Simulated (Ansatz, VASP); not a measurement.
# One calculation of ZrAl3B3N, two programs

```
CELL_PARAMETERS angstrom
4.55246 0.00000 0.00000
0.00000 4.55246 0.00000
0.00000 0.00000 4.55246
ATOMIC_POSITIONS crystal
Zr 0.50000 0.50000 0.50000
Al 0.50000 0.00000 0.00000
Al 0.00000 0.50000 0.00000
Al 0.00000 0.00000 0.50000
B 0.00000 0.50000 0.50000
B 0.50000 0.00000 0.50000
B 0.50000 0.50000 0.00000
N 0.00000 0.00000 0.00000
```

Alike in both runs: functional PBE; k mesh 3 × 3 × 3; occupations gaussian, width 0.15 eV; no spin polarisation.

Ansatz relaxed the structure, and its values are those at the end. VASP's run is a single point on that final structure, the one shown.

|  | VASP | Ansatz |
| --- | --- | --- |
| version | VASP 6.6.1 | Ansatz 0.2.0 |
| potentials or method | VASP PAW PBE potentials, release 64 (Zr_sv, Al, B, N), cutoff 520 eV | scalar-relativistic, plane waves, PAW |
| valence electrons in the cell | 35 | 35 |

|  | VASP | Ansatz | Ansatz less VASP |
| --- | --- | --- | --- |
| gap on the k mesh at the Fermi level (eV) | none | none | - |
| pressure (GPa) | -0.2 | -0.2 | +0.03 |

A gap of «none» marks a metal or a gap that the smearing closes.

The k mesh is coarse, so the values compare programs but aren't converged.
